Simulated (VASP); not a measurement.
# MgH2 (P4_2/mnm) in VASP: further runs

Runs on MgH2. Level: r2SCAN. Tasks: single point.

Program: VASP 6.6.1. These are calculated values, not measurements. Logs are shortened: lines on timing, memory, paths and dates and some standing lists are left out, and cuts for length are marked.

### 1 The cell of the first run

It takes space group P4_2/mnm (No. 136, tetragonal). The conventional cell has a = 4.485 Å, b = 4.485 Å, c = 2.996 Å, α = 90.00°, β = 90.00°, γ = 90.00°. Mg (site symmetry mmm) has 6 H at 1.93 to 1.94 Å within 2.6 Å. Within 2.6 Å of H (site symmetry m2m) lie 3 Mg at 1.93 to 1.94 Å and 1 H at 2.48 Å.

### 2 Single point, r2SCAN

The input, POSCAR:

```
MgH2
1.0
    4.4848772637      0.0000000000      0.0000000000
    0.0000000000      4.4848772637      0.0000000000
    0.0000000000      0.0000000000      2.9964754811
Mg H
2 4
Direct
    0.0000000000      0.0000000000      0.0000000000
    0.5000000000      0.5000000000      0.5000000000
    0.3046815063      0.3046815063      0.0000000000
    0.1953184937      0.8046815063      0.5000000000
    0.8046815063      0.1953184937      0.5000000000
    0.6953184937      0.6953184937      0.0000000000
```

The input, INCAR.step1:

```
SYSTEM = MgH2
ALGO = Normal ; EDIFF = 1E-4
ENCUT = 520 ; GGA = PE
ISMEAR = 0 ; LASPH = .TRUE.
LCHARG = .FALSE. ; LREAL = .FALSE.
LWAVE = .TRUE. ; NBANDS = 13
NELM = 60 ; PREC = Accurate
SIGMA = 0.01
```

The input, INCAR.step2:

```
SYSTEM = MgH2
ALGO = Normal ; EDIFF = 1E-6
ENCUT = 520 ; ISIF = 2
ISMEAR = 0 ; ISTART = 1
LASPH = .TRUE. ; LCHARG = .FALSE.
LMIXTAU = .TRUE. ; LREAL = .FALSE.
LWAVE = .FALSE. ; METAGGA = R2SCAN
NBANDS = 13 ; NELM = 60
PREC = Accurate ; SIGMA = 0.01
```

The input, KPOINTS:

```
k-points
0
G
  6 6 8
  0 0 0
```

Potentials or basis: VASP PAW PBE potentials, release 64 (Mg, H).

Run with:

```console
$ cat potpaw_PBE.64/Mg/POTCAR potpaw_PBE.64/H/POTCAR > POTCAR
$ cp INCAR.step1 INCAR
$ mpirun -np 1 vasp_std > vasp.out
$ cp INCAR.step2 INCAR
$ mpirun -np 1 vasp_std > vasp.out
```

OUTCAR:

```text
SYSTEM = MgH2
   EDIFF = 1E-6
   ENCUT = 520
   ISIF = 2
   ISMEAR = 0
   ISTART = 1
   LASPH = .TRUE.
   LREAL = .FALSE.
   METAGGA = R2SCAN
   NELM = 60
   PREC = Accurate

 ion  position               nearest neighbor table
   1  0.000  0.000  0.000-   3 1.93   6 1.93   5 1.94   4 1.94   4 1.94   5 1.94   2 3.51   2 3.51
                             2 3.51   2 3.51   2 3.51   2 3.51   2 3.51   2 3.51
   2  0.500  0.500  0.500-   4 1.93   5 1.93   3 1.94   6 1.94   3 1.94   6 1.94   1 3.51   1 3.51
                             1 3.51   1 3.51   1 3.51   1 3.51   1 3.51   1 3.51
   3  0.305  0.305  0.000-   1 1.93   2 1.94   2 1.94
   4  0.195  0.805  0.500-   2 1.93   1 1.94   1 1.94
   5  0.805  0.195  0.500-   2 1.93   1 1.94   1 1.94
   6  0.695  0.695  0.000-   1 1.93   2 1.94   2 1.94

  LATTYP: Found a simple tetragonal cell.
 ALAT       =     4.4848772637
 C/A-ratio  =     0.6681287591

  Lattice vectors:

 A1 = (   4.4848772637,   0.0000000000,   0.0000000000)
 A2 = (   0.0000000000,   4.4848772637,   0.0000000000)
 A3 = (   0.0000000000,   0.0000000000,   2.9964754811)

Analysis of symmetry for initial positions (statically):
=====================================================================
 Subroutine PRICEL returns:
 Original cell was already a primitive cell.

 Routine SETGRP: Setting up the symmetry group for a
 simple tetragonal supercell.

 Subroutine GETGRP returns: Found 16 space group operations
 (whereof  8 operations were pure point group operations)
 out of a pool of 16 trial point group operations.

The static configuration has the point symmetry D_2h.
 The point group associated with its full space group is D_4h.

Analysis of symmetry for dynamics (positions and initial velocities):
=====================================================================
 Subroutine PRICEL returns:
 Original cell was already a primitive cell.

 Routine SETGRP: Setting up the symmetry group for a
 simple tetragonal supercell.

 Subroutine GETGRP returns: Found 16 space group operations
 (whereof  8 operations were pure point group operations)
 out of a pool of 16 trial point group operations.

The dynamic configuration has the point symmetry D_2h.
 The point group associated with its full space group is D_4h.

 Subroutine INISYM returns: Found 16 space group operations
 (whereof  8 operations are pure point group operations),
 and found     1 'primitive' translations

----------------------------------------------------------------------------------------

                                     Primitive cell

  volume of cell :      60.2715

  direct lattice vectors                    reciprocal lattice vectors
     4.484877264  0.000000000  0.000000000     0.222971542  0.000000000  0.000000000
     0.000000000  4.484877264  0.000000000     0.000000000  0.222971542  0.000000000
     0.000000000  0.000000000  2.996475481     0.000000000  0.000000000  0.333725407

  length of vectors
     4.484877264  4.484877264  2.996475481     0.222971542  0.222971542  0.333725407

  position of ions in fractional coordinates (direct lattice)
     0.000000000  0.000000000  0.000000000
     0.500000000  0.500000000  0.500000000
     0.304681506  0.304681506  0.000000000
     0.195318494  0.804681506  0.500000000
     0.804681506  0.195318494  0.500000000
     0.695318494  0.695318494  0.000000000

  ion indices of the primitive-cell ions
   primitive index   ion index
                 1           1
                 2           2
                 3           3
                 4           4
                 5           5
                 6           6

----------------------------------------------------------------------------------------

 KPOINTS: k-points

Automatic generation of k-mesh.
 Grid dimensions read from file:
 generate k-points for:    6    6    8

 Generating k-lattice:

  Cartesian coordinates                     Fractional coordinates (reciprocal lattice)
     0.037161924  0.000000000  0.000000000     0.166666667  0.000000000  0.000000000
     0.000000000  0.037161924  0.000000000     0.000000000  0.166666667  0.000000000
     0.000000000  0.000000000  0.041715676     0.000000000  0.000000000  0.125000000

  Length of vectors
     0.037161924  0.037161924  0.041715676

  Shift w.r.t. Gamma in fractional coordinates (k-lattice)
     0.000000000  0.000000000  0.000000000

 Subroutine IBZKPT returns following result:
 ===========================================

 Found     50 irreducible k-points:

 Following reciprocal coordinates:
            Coordinates               Weight
  0.000000  0.000000  0.000000      1.000000
  0.166667  0.000000  0.000000      4.000000
  0.333333  0.000000  0.000000      4.000000
  0.500000  0.000000  0.000000      2.000000
  0.166667  0.166667  0.000000      4.000000
  0.333333  0.166667  0.000000      8.000000
[... 16 lines left out ...]
  0.333333  0.000000  0.250000      8.000000
  0.500000  0.000000  0.250000      4.000000
 [... further k-points ...]
   k-points           NKPTS =     50   k-points in BZ     NKDIM =     50   number of bands    NBANDS=     13
   number of dos      NEDOS =    301   number of ions     NIONS =      6
   total plane-waves  NPLWV =  31104
   dimension x,y,z NGX =    36 NGY =   36 NGZ =   24
   dimension x,y,z NGXF=    72 NGYF=   72 NGZF=   48
   ions per type =               2   4
   NGX,Y,Z   is equivalent  to a cutoff of  13.34, 13.34, 13.32 a.u.
   NGXF,Y,Z  is equivalent  to a cutoff of  26.69, 26.69, 26.63 a.u.
 SYSTEM =  MgH2
   PREC   = accura    normal or accurate (medium, high low for compatibility)
   ISTART =      1    job   : 0-new  1-cont  2-samecut
   ICHARG =      0    charge: 1-file 2-atom 10-const
   ISPIN  =      1    spin polarized calculation?
   LNONCOLLINEAR =      F non collinear calculations
   LSORBIT =      F    spin-orbit coupling
   LASPH  =      T    aspherical Exc in radial PAW
   ENCUT  =  520.0 eV  38.22 Ry    6.18 a.u.   8.34  8.34  5.57*2*pi/ulx,y,z
   NELM   =     60;   NELMIN=  2; NELMDL=  0     # of ELM steps
   EDIFF  = 0.1E-05   stopping-criterion for ELM
   LREAL  =      F    real-space projection
   EDIFFG = 0.1E-04   stopping-criterion for IOM
   NSW    =      0    number of steps for IOM
   IBRION =     -1    ionic relax: 0-MD 1-quasi-New 2-CG
   NFREE  =      0    steps in history (QN), initial steepest desc. (CG)
   ISIF   =      2    stress and relaxation
   ISYM   =      2    0-nonsym 1-usesym 2-fastsym
   POTIM  = 0.5000    time-step for ionic-motion
   TEBEG  =    0.0;   TEEND  =   0.0 temperature during run
   PSTRESS=    0.0 pullay stress
   NELECT =       8.0000    total number of electrons
   NUPDOWN=      -1.0000    fix difference up-down
   EMIN   =  10.00;   EMAX   =-10.00  energy-range for DOS
   EFERMI =   0.00;   METHOD = LEGACY
   ISMEAR =     0;   SIGMA  =   0.01  broadening in eV -4-tet -1-fermi 0-gaus
   EFERMI_NEDOS =   21; number of points for ismear=-14 and -15
   IALGO  =     38    algorithm
   IMIX   =      4    mixing-type and parameters
     AMIX     =   0.40;   BMIX     =  1.00
     AMIX_MAG =   1.60;   BMIX_MAG =  1.00
  volume/ion in A,a.u.               =      10.05        67.79
  Fermi-wavevector in a.u.,A,eV,Ry     =   0.835092  1.578095  9.488408  0.697378
  Thomas-Fermi vector in A             =   1.948592
   LORBIT       =      0    0 simple, 1 ext, 2 COOP (PROOUT), +10 PAW based schemes
   METAGGA = R2SCAN    functional components
   LHFCALC =     F    Hartree Fock is set to
   AEXX    =    0.0000 exact exchange contribution
   IVDW    =     0    specifies the selected vdW correction
   LEPSILON=     F    determine dielectric tensor
   LRPA    =     F    only Hartree local field effects (RPA)
 non-spin polarized calculation
 Gauss-broadening in eV      SIGMA  =   0.01
  energy-cutoff  :      520.00
  volume of cell :       60.27
 maximum number of plane-waves:      1648
 NGX is ok and might be reduce to    36
   NGX = 17   NGY = 17   NGZ = 11

 number of electron       8.0000002 magnetization

 Free energy of the ion-electron system (eV)
  ---------------------------------------------------
  ext. energy  EPLUGINS =         0.00000000
  ---------------------------------------------------
  free energy    TOTEN  =       -23.72664932 eV

  energy without entropy =      -23.72664932  energy(sigma->0) =      -23.72664932

 E-fermi :  -0.7455     XC(G=0):  -8.7400

 val. band max:       -0.8380100949   @ k =   0.1667   0.1667   0.0000
 cond. band min:       3.6232341617   @ k =   0.3333   0.3333   0.5000
 fundamental gap:      4.4612442566
 Fermi energy:        -0.7455207185

 k-point     1 :       0.0000    0.0000    0.0000
  band No.  band energies     occupation
      1      -7.4303      2.00000
      2      -2.3073      2.00000
      3      -2.3073      2.00000
      4      -1.2323      2.00000
      5       4.4164      0.00000
      6       4.8953      0.00000
      7       9.1407      0.00000
      8       9.1407      0.00000
      9      11.0112      0.00000
     10      11.2916      0.00000
     11      12.5890      0.00000
     12      15.5669      0.00000
     13      15.5669      0.00000

 k-point     2 :       0.1667    0.0000    0.0000
  band No.  band energies     occupation
      1      -7.2385      2.00000
      2      -3.1896      2.00000
      3      -2.1820      2.00000
      4      -0.9145      2.00000
      5       4.5607      0.00000
      6       5.3894      0.00000
      7       7.8565      0.00000
      8       9.6647      0.00000
      9      11.4719      0.00000
     10      12.4813      0.00000
     11      13.1101      0.00000
     12      14.7822      0.00000
     13      15.5363      0.00000

 k-point     3 :       0.3333    0.0000    0.0000
  band No.  band energies     occupation
      1      -6.6704      2.00000
      2      -4.5395      2.00000
      3      -1.8316      2.00000
      4      -0.9417      2.00000
      5       4.5807      0.00000
      6       6.2983      0.00000
      7       7.3930      0.00000
      8      10.7573      0.00000
      9      12.0105      0.00000
     10      12.7546      0.00000
     11      13.3670      0.00000
     12      14.1060      0.00000
     13      14.6346      0.00000
[... 305 lines left out ...]
 k-point    23 :       0.3333    0.0000    0.2500
  band No.  band energies     occupation
      1      -5.7474      2.00000
      2      -3.7602      2.00000
      3      -1.4117      2.00000
      4      -1.0450      2.00000
      5       5.5384      0.00000
      6       6.3807      0.00000
      7       6.4378      0.00000
      8       7.7112      0.00000
      9       8.5842      0.00000
     10      10.5598      0.00000
     11      10.9402      0.00000
     12      13.2618      0.00000
     13      14.0956      0.00000

 k-point    24 :       0.5000    0.0000    0.2500
  band No.  band energies     occupation
      1      -4.8783      2.00000
      2      -4.8783      2.00000
      3      -1.1648      2.00000
      4      -1.1648      2.00000
      5       5.6515      0.00000
      6       5.6515      0.00000
      7       7.3100      0.00000
      8       7.3100      0.00000
      9       9.2422      0.00000
     10       9.2422      0.00000
     11      13.0193      0.00000
     12      13.0193      0.00000
     13      14.7112      0.00000

 [... further k-points ...]

------------------------ aborting loop because EDIFF is reached ----------------------------------------

  FORCE on cell =-STRESS in cart. coord.  units (eV):
  Direction    XX          YY          ZZ          XY          YZ          ZX
  --------------------------------------------------------------------------------------
  -------------------------------------------------------------------------------------
  Total       -0.1484280     -0.1484280     -0.1920927      0.0000000      0.0000000      0.0000000
  in kB       -3.9456128     -3.9456128     -5.1063375      0.0000000      0.0000000      0.0000000
  external PRESSURE =      -4.3325210 kB  Pullay stress =       0.0000000 kB

 VOLUME and BASIS-vectors are now :
 -----------------------------------------------------------------------------
  energy-cutoff  :      520.00
  volume of cell :       60.27
      direct lattice vectors                 reciprocal lattice vectors
     4.484877264  0.000000000  0.000000000     0.222971542  0.000000000  0.000000000
     0.000000000  4.484877264  0.000000000     0.000000000  0.222971542  0.000000000
     0.000000000  0.000000000  2.996475481     0.000000000  0.000000000  0.333725407

 POSITION                                       TOTAL-FORCE (eV/Angst)
 -----------------------------------------------------------------------------------
      0.00000      0.00000      0.00000         0.000000      0.000000      0.000000
      2.24244      2.24244      1.49824         0.000000      0.000000      0.000000
      1.36646      1.36646      0.00000         0.000534      0.000534      0.000000
      0.87598      3.60890      1.49824        -0.000534      0.000534      0.000000
      3.60890      0.87598      1.49824         0.000534     -0.000534      0.000000
      3.11842      3.11842      0.00000        -0.000534     -0.000534      0.000000
 -----------------------------------------------------------------------------------
    total drift:                                0.000000     -0.000000      0.000000

  FREE ENERGIE OF THE ION-ELECTRON SYSTEM (eV)
  ---------------------------------------------------
  free  energy   TOTEN  =       -23.7266493242 eV

  energy  without entropy=      -23.7266493242  energy(sigma->0) =      -23.72664932
```

Wall time 3.9 min (1 thread of AMD EPYC 7R13, shared host); peak memory 0.17 GiB.

Results:

- Free energy: -23.7266 eV
- Pressure: -0.4 GPa
- Band gap on the k mesh: 4.46 eV, indirect (least direct gap 5.25 eV)

Stress tensor (GPa, compression positive):
```
-0.39  0.00  0.00
 0.00 -0.39  0.00
 0.00  0.00 -0.51
```

Caveat: the PAW data sets were made with another functional, which shifts forces and pressure a little. A k mesh can miss the band edges.

### 3 Single point, r2SCAN (volume changed by +3%)

POSCAR: that of step 2 with these lines changed.

```diff
@@ -2,5 +2,5 @@
 1.0
-    4.4848772637      0.0000000000      0.0000000000
-    0.0000000000      4.4848772637      0.0000000000
-    0.0000000000      0.0000000000      2.9964754811
+    4.5292848771      0.0000000000      0.0000000000
+    0.0000000000      4.5292848771      0.0000000000
+    0.0000000000      0.0000000000      3.0261454847
 Mg H
```

The input, INCAR.step1:

```
ALGO = Normal
EDIFF = 1E-4
ENCUT = 520
GGA = PE
ISMEAR = 0
LASPH = T
LCHARG = F
LREAL = F
LWAVE = T
NBANDS = 13
NELM = 100
PREC = Accurate
SIGMA = 0.01
```

The input, INCAR.step2:

```
ALGO = Normal
EDIFF = 1E-6
ENCUT = 520
ISIF = 2
ISMEAR = 0
ISTART = 1
LASPH = T
LCHARG = F
LMIXTAU = T
LREAL = F
LWAVE = F
METAGGA = R2SCAN
NBANDS = 13
NELM = 100
PREC = Accurate
SIGMA = 0.01
```

The input, KPOINTS:

```
k-points
0
Gamma
  6 6 8
```

Potentials or basis: VASP PAW PBE potentials, release 64 (Mg, H).

Run with:

```console
$ cat potpaw_PBE.64/Mg/POTCAR potpaw_PBE.64/H/POTCAR > POTCAR
$ cp INCAR.step1 INCAR
$ mpirun -np 1 vasp_std > vasp.out
$ cp INCAR.step2 INCAR
$ mpirun -np 1 vasp_std > vasp.out
```

Wall time 4.3 min (1 thread of AMD EPYC 7R13, shared host); peak memory 0.17 GiB.

It converged, with:

| Property | Result |
| --- | --- |
| Free energy | -23.7146 eV |
| Pressure | -2.0 GPa |
| Largest force | 0.011 eV/Å |
| Band gap on the k mesh | 4.40 eV, indirect (least direct gap 5.15 eV) |

Forces on the atoms (eV/Å):
```
Mg   0.000  0.000  0.000
Mg   0.000  0.000  0.000
H    0.008  0.008  0.000
H   -0.008  0.008  0.000
H    0.008 -0.008  0.000
H   -0.008 -0.008  0.000
```

Stress tensor (GPa, compression positive):
```
-1.73  0.00  0.00
 0.00 -1.73  0.00
 0.00  0.00 -2.39
```

Levels at points of the mesh, in eV from the valence-band top:
| k point | band 1 | band 2 | band 3 | band 4 | band 5 | band 6 | band 7 | band 8 | band 9 |
| --- | --- | --- | --- | --- | --- | --- | --- | --- | --- |
| (0.00, 0.00, 0.00) | -6.45 | -1.44 | -1.44 | -0.39 | 5.28 | 5.61 | 9.83 | 9.83 | 11.71 |
| (0.50, 0.00, 0.00) | -4.80 | -4.80 | -0.50 | -0.50 | 5.93 | 5.93 | 10.76 | 10.76 | 12.60 |
| (0.50, 0.50, 0.00) | -3.72 | -3.72 | -2.69 | -2.69 | 9.69 | 9.69 | 9.80 | 9.80 | 14.08 |
| (0.00, 0.00, 0.50) | -3.00 | -3.00 | -0.09 | -0.09 | 6.96 | 6.96 | 7.47 | 7.47 | 9.51 |
| (0.50, 0.00, 0.50) | -2.28 | -2.28 | -1.03 | -1.03 | 5.74 | 5.74 | 7.41 | 7.41 | 9.34 |
| (0.50, 0.50, 0.50) | -1.91 | -1.91 | -0.94 | -0.94 | 4.47 | 4.47 | 4.74 | 4.74 | 13.86 |

Caveat: the PAW data sets were made with another functional, which shifts forces and pressure a little.

### 4 Single point, r2SCAN (volume changed by +6%)

POSCAR: that of step 3 with these lines changed.

```diff
@@ -2,5 +2,5 @@
 1.0
-    4.5292848771      0.0000000000      0.0000000000
-    0.0000000000      4.5292848771      0.0000000000
-    0.0000000000      0.0000000000      3.0261454847
+    4.5728383650      0.0000000000      0.0000000000
+    0.0000000000      4.5728383650      0.0000000000
+    0.0000000000      0.0000000000      3.0552448226
 Mg H
```

INCAR.step1: that of step 3 with these lines changed.

```diff
@@ -10,3 +10,3 @@
 NBANDS = 13
-NELM = 100
+NELM = 60
 PREC = Accurate
```

INCAR.step2: that of step 3 with these lines changed.

```diff
@@ -13,3 +13,3 @@
 NBANDS = 13
-NELM = 100
+NELM = 60
 PREC = Accurate
```

KPOINTS is that of step 3.

Run with:

```console
$ cat potpaw_PBE.64/Mg/POTCAR potpaw_PBE.64/H/POTCAR > POTCAR
$ cp INCAR.step1 INCAR
$ mpirun -np 1 vasp_std > vasp.out
$ cp INCAR.step2 INCAR
$ mpirun -np 1 vasp_std > vasp.out
```

Run time: 4.5 min. Hardware: 1 thread of AMD EPYC 7R13, shared host; peak memory 0.17 GiB.

The run converged. Its results:

| Property | Result |
| --- | --- |
| Free energy | -23.6864 eV |
| Pressure | -3.3 GPa |
| Largest force | 0.021 eV/Å |
| Band gap on the k mesh | 4.33 eV, indirect (least direct gap 5.06 eV) |

Forces in eV/Å, atoms in the order of the input:
```
Mg   0.000  0.000  0.000
Mg   0.000  0.000  0.000
H    0.015  0.015  0.000
H   -0.015  0.015  0.000
H    0.015 -0.015  0.000
H   -0.015 -0.015  0.000
```

Stress tensor (GPa, compression positive):
```
-2.90  0.00  0.00
 0.00 -2.90  0.00
 0.00  0.00 -4.03
```

Levels at points of the mesh, in eV from the valence-band top:
```tsv
k point	band 2	band 3	band 4	band 5	band 6	band 7
(0.00, 0.00, 0.00)	-1.40	-1.40	-0.39	5.29	5.50	9.68
(0.50, 0.00, 0.00)	-4.70	-0.48	-0.48	5.87	5.87	10.62
(0.50, 0.50, 0.00)	-3.65	-2.61	-2.61	9.52	9.52	9.67
(0.00, 0.00, 0.50)	-2.93	-0.09	-0.09	6.79	6.79	7.39
(0.50, 0.00, 0.50)	-2.23	-1.00	-1.00	5.67	5.67	7.30
(0.50, 0.50, 0.50)	-1.87	-0.91	-0.91	4.38	4.38	4.73
```

Caveat: the PAW data sets were made with another functional, which shifts forces and pressure a little. A k mesh can miss the band edges.

### 5 The runs side by side

```tsv
cell	gap on the mesh (eV)	pressure (GPa)	largest force (eV/Å)
a = 4.485, b = 4.485, c = 2.996 Å, 6 atoms	4.46	-0.4	-
a = 4.529, b = 4.529, c = 3.026 Å, 6 atoms	4.40	-2.0	0.01
a = 4.573, b = 4.573, c = 3.055 Å, 6 atoms	4.33	-3.3	0.02
```

Alike in all rows: task single point; level r2SCAN; potentials or basis VASP PAW PBE potentials, release 64 (Mg, H); no spin polarisation; k mesh 6 × 6 × 8; cutoff (eV) 520; smearing gaussian 0.01 eV.

Caveats: the PAW data sets were made with another functional, which shifts forces and pressure a little.

Total energies depend on the potentials used, so only differences within one code and one set of settings carry meaning.
